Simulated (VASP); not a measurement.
# Li (Fd-3m) in VASP: relaxation of cell and atoms with PBEsol

Aim: the relaxation of cell and atoms of Li with PBEsol.

All numbers are computed with VASP 6.6.1; they aren't measurements. Logs are shortened: lines on timing, memory, paths and dates and some standing lists are left out, and cuts for length are marked.

## (1) The cell of the first run

The structure is cubic, space group Fd-3m (No. 227). The conventional cell has a = 4.113 Å, b = 4.113 Å, c = 4.113 Å, α = 90.00°, β = 90.00°, γ = 90.00°. Within 2.4 Å of Li (site symmetry -43m) lie 4 Li at 1.78 Å.

## (2) Relaxation of cell and atoms, PBEsol, target pressure 52 GPa, at which the enthalpy is minimised

INCAR

```
SYSTEM = Li
PREC = Accurate
ENCUT = 600
EDIFF = 1E-6
ISMEAR = -1
SIGMA = 0.1
LREAL = .FALSE.
LASPH = .TRUE.
NELM = 60
ALGO = Normal
ISIF = 3
LWAVE = .FALSE.
LCHARG = .FALSE.
GGA = PS
IBRION = 2
NSW = 60
EDIFFG = -0.005
PSTRESS = 520.0
```

KPOINTS

```
Automatic mesh
0
G
  15 15 15
  0 0 0
```

POSCAR

```
Li
1.0
    0.0000000000      2.0567245840      2.0567245840
    2.0567245840      0.0000000000      2.0567245840
    2.0567245840      2.0567245840      0.0000000000
Li
2
Direct
   -0.1250000000     -0.1250000000     -0.1250000000
    0.1250000000      0.1250000000      0.1250000000
```

Potentials or basis: VASP PAW PBE potentials, release 64 (Li_sv).

On the command line:

```
> cat potpaw_PBE.64/Li_sv/POTCAR > POTCAR
> mpirun -np 1 vasp_std > vasp.out
```

OUTCAR:

```text
SYSTEM = Li
   PREC = Accurate
   ENCUT = 600
   EDIFF = 1E-6
   ISMEAR = -1
   LREAL = .FALSE.
   LASPH = .TRUE.
   NELM = 60
   ISIF = 3
   GGA = PS
   IBRION = 2
   NSW = 60
   EDIFFG = -0.005
   PSTRESS = 520.0

 ion  position               nearest neighbor table
   1  0.875  0.875  0.875-   2 1.78   2 1.78   2 1.78   2 1.78
   2  0.125  0.125  0.125-   1 1.78   1 1.78   1 1.78   1 1.78

  LATTYP: Found a face centered cubic cell.
 ALAT       =     4.1134491680

  Lattice vectors:

 A1 = (   0.0000000000,   2.0567245840,   2.0567245840)
 A2 = (   2.0567245840,   0.0000000000,   2.0567245840)
 A3 = (   2.0567245840,   2.0567245840,   0.0000000000)

Analysis of symmetry for initial positions (statically):
=====================================================================
 Subroutine PRICEL returns:
 Original cell was already a primitive cell.

 Routine SETGRP: Setting up the symmetry group for a
 face centered cubic supercell.

 Subroutine GETGRP returns: Found 48 space group operations
 (whereof 12 operations were pure point group operations)
 out of a pool of 48 trial point group operations.

The static configuration has the point symmetry D_3d.
 The point group associated with its full space group is O_h .

Analysis of symmetry for dynamics (positions and initial velocities):
=====================================================================
 Subroutine PRICEL returns:
 Original cell was already a primitive cell.

 Routine SETGRP: Setting up the symmetry group for a
 face centered cubic supercell.

 Subroutine GETGRP returns: Found 48 space group operations
 (whereof 12 operations were pure point group operations)
 out of a pool of 48 trial point group operations.

The dynamic configuration has the point symmetry D_3d.
 The point group associated with its full space group is O_h .

 Subroutine INISYM returns: Found 48 space group operations
 (whereof 12 operations are pure point group operations),
 and found     1 'primitive' translations

----------------------------------------------------------------------------------------

                                     Primitive cell

  volume of cell :      17.4004

  direct lattice vectors                    reciprocal lattice vectors
     0.000000000  2.056724584  2.056724584    -0.243104985  0.243104985  0.243104985
     2.056724584  0.000000000  2.056724584     0.243104985 -0.243104985  0.243104985
     2.056724584  2.056724584  0.000000000     0.243104985  0.243104985 -0.243104985

  length of vectors
     2.908647801  2.908647801  2.908647801     0.421070186  0.421070186  0.421070186
[... 85 lines left out ...]
   IBRION =      2    ionic relax: 0-MD 1-quasi-New 2-CG
   NFREE  =      1    steps in history (QN), initial steepest desc. (CG)
   ISIF   =      3    stress and relaxation
   ISYM   =      2    0-nonsym 1-usesym 2-fastsym
   POTIM  = 0.5000    time-step for ionic-motion
   TEBEG  =    0.0;   TEEND  =   0.0 temperature during run
   PSTRESS=  520.0 pullay stress
   NELECT =       6.0000    total number of electrons
   NUPDOWN=      -1.0000    fix difference up-down
   EMIN   =  10.00;   EMAX   =-10.00  energy-range for DOS
   EFERMI =   0.00;   METHOD = LEGACY
   ISMEAR =    -1;   SIGMA  =   0.10  broadening in eV -4-tet -1-fermi 0-gaus
   EFERMI_NEDOS =   21; number of points for ismear=-14 and -15
   IALGO  =     38    algorithm
   IMIX   =      4    mixing-type and parameters
     AMIX     =   0.40;   BMIX     =  1.00
     AMIX_MAG =   1.60;   BMIX_MAG =  1.00
  volume/ion in A,a.u.               =       8.70        58.71
  Fermi-wavevector in a.u.,A,eV,Ry     =   1.147993  2.169392 17.930943  1.317887
  Thomas-Fermi vector in A             =   2.284670
   LORBIT       =      0    0 simple, 1 ext, 2 COOP (PROOUT), +10 PAW based schemes
   GGA     = PS    functional components
   LHFCALC =     F    Hartree Fock is set to
   AEXX    =    0.0000 exact exchange contribution
   IVDW    =     0    specifies the selected vdW correction
   LEPSILON=     F    determine dielectric tensor
   LRPA    =     F    only Hartree local field effects (RPA)
 conjugate gradient relaxation of ions
 non-spin polarized calculation
  energy-cutoff  :      600.00
  volume of cell :       17.40
 maximum number of plane-waves:       590
   NGX = 11   NGY = 11   NGZ = 11

--------------------------------------- Ionic step        1  -------------------------------------------

 number of electron       6.0000009 magnetization

 Free energy of the ion-electron system (eV)
  ---------------------------------------------------
  ext. energy  EPLUGINS =         0.00000000
  ---------------------------------------------------
  free energy    TOTEN  =        -1.27152916 eV

  energy without entropy =       -1.26912403  energy(sigma->0) =       -1.27032659

------------------------ aborting loop because EDIFF is reached ----------------------------------------

  FORCE on cell =-STRESS in cart. coord.  units (eV):
  Direction    XX          YY          ZZ          XY          YZ          ZX
  --------------------------------------------------------------------------------------
  -------------------------------------------------------------------------------------
  Total        3.8218552      3.8218552      3.8218552     -0.0000000      0.0000000      0.0000000
  in kB      351.9057762    351.9057762    351.9057762     -0.0000000      0.0000000      0.0000000
  external PRESSURE =    -168.0942238 kB  Pullay stress =     520.0000000 kB
[... 101 lines left out ...]
--------------------------------------- Ionic step        4  -------------------------------------------

 number of electron       6.0000003 magnetization

 E-fermi :   6.1543     XC(G=0): -10.0006

 val. band max:        5.7694727905   @ k =  -0.4000   0.4667   0.0667
 cond. band min:       6.2061773988   @ k =  -0.4667   0.4667   0.0000
 fundamental gap:      0.4367046084
 Fermi energy:         6.1543450119

 k-point     1 :       0.0000    0.0000    0.0000
  band No.  band energies     occupation
      1     -42.8798      2.00000
      2     -40.7166      2.00000
      3       1.1406      2.00000
      4      18.3608      0.00000
      5      18.3608      0.00000
      6      18.3609      0.00000
      7      20.1053      0.00000
[... 267 lines left out ...]
--------------------------------------- Ionic step        5  -------------------------------------------

 number of electron       6.0000003 magnetization

 Free energy of the ion-electron system (eV)
  ---------------------------------------------------
  ext. energy  EPLUGINS =         0.00000000
  ---------------------------------------------------
  free energy    TOTEN  =        -0.60677350 eV

  energy without entropy =       -0.60449012  energy(sigma->0) =       -0.60563181

 E-fermi :   6.1414     XC(G=0):  -9.9939

 val. band max:        5.7574355342   @ k =  -0.4000   0.4667   0.0667
 cond. band min:       6.1926593296   @ k =  -0.4667   0.4667   0.0000
 fundamental gap:      0.4352237954
 Fermi energy:         6.1414451201

 k-point     1 :       0.0000    0.0000    0.0000
  band No.  band energies     occupation
      1     -42.8843      2.00000
      2     -40.7296      2.00000
      3       1.1272      2.00000
      4      18.3332      0.00000
      5      18.3332      0.00000
      6      18.3332      0.00000
      7      20.0761      0.00000
[... 263 lines left out ...]
  energy  without entropy=       -0.6044901239  energy(sigma->0) =       -0.60563181

  enthalpy is  TOTEN    =         4.2346700321 eV   P V=        4.8414435331

 reached required accuracy - stopping structural energy minimisation
```

OSZICAR:

```text
N       E                     dE             d eps       ncg     rms          rms(c)
DAV:   1     0.115658247700E+02    0.11566E+02   -0.37615E+03  1687   0.100E+03
DAV:   2    -0.518040322767E+00   -0.12084E+02   -0.11789E+02  2513   0.782E+01
[... 40 lines left out ...]
   4 F= 0.42346945E+01 E0= 0.42358357E+01  d E =-.141210E+00
       N       E                     dE             d eps       ncg     rms          rms(c)
DAV:   1    -0.606785161746E+00   -0.90109E-02   -0.67396E-04  1680   0.273E-01    0.479E-02
DAV:   2    -0.606784914972E+00    0.24677E-06   -0.69772E-05  1827   0.106E-01    0.310E-02
DAV:   3    -0.606773280982E+00    0.11634E-04   -0.25731E-05  2632   0.389E-02    0.916E-03
DAV:   4    -0.606773500989E+00   -0.22001E-06   -0.15860E-06  1484   0.179E-02
   5 F= 0.42346700E+01 E0= 0.42358117E+01  d E =-.244817E-04
```

CONTCAR:

```text
Li
   1.00000000000000
    -0.0000000000000000    1.9538176926764157    1.9538176926764157
     1.9538176926764157    0.0000000000000000    1.9538176926764157
     1.9538176926764157    1.9538176926764157    0.0000000000000000
  Li
     2
Direct
     0.8750000000000000    0.8750000000000000    0.8750000000000000
     0.1250000000000000    0.1250000000000000    0.1250000000000000

  0.00000000E+00  0.00000000E+00  0.00000000E+00
  0.00000000E+00  0.00000000E+00  0.00000000E+00
```

It took 45 s on 1 thread of Intel Xeon Platinum 8375C at 2.90GHz (Ice Lake), shared host; peak memory 0.14 GiB.

What came out:

```
Free energy                                            : -0.6068 eV
Relaxed volume                                         : 7.46 Å³/atom
Relaxed cell                                           : a = 2.763 Å, b = 2.763 Å, c = 2.763 Å, α = 60.00°, β = 60.00°, γ = 60.00°
Space group after relaxing (to 0.05 Å)                 : Fd-3m (No. 227)
Energy change on relaxing (the enthalpy is what falls) : +332.4 meV/atom
Ionic steps                                            : 5
Pressure after relaxing                                : 52.0 GPa
```

Step by step:
```csv
step,energy change (eV),largest force (eV/Å),pressure (GPa),volume (Å³)
1,0.0000,0.0000,35.19,17.40
2,0.5746,0.0000,49.61,15.20
3,0.6586,0.0000,51.86,14.94
4,0.6738,0.0000,52.27,14.89
5,0.6648,0.0000,52.00,14.92
```

Final structure:
```cif
data_structure
_symmetry_space_group_name_H-M 'P 1'
_symmetry_Int_Tables_number 1
_cell_length_a 2.7631
_cell_length_b 2.7631
_cell_length_c 2.7631
_cell_angle_alpha 60.000
_cell_angle_beta 60.000
_cell_angle_gamma 60.000
_cell_volume 14.92
loop_
_atom_site_label
_atom_site_type_symbol
_atom_site_fract_x
_atom_site_fract_y
_atom_site_fract_z
_atom_site_occupancy
Li1 Li 0.87500 0.87500 0.87500 1
Li2 Li 0.12500 0.12500 0.12500 1
```

Caveat: the cutoff is under 1.25 times the usual one of these potentials, so pressure, stress and relaxed cells hold a basis-set (Pulay) error; the cell is relaxed towards a set pressure, so the enthalpy falls and the energy may rise; the PAW data sets were made with another functional, which shifts forces and pressure a little.
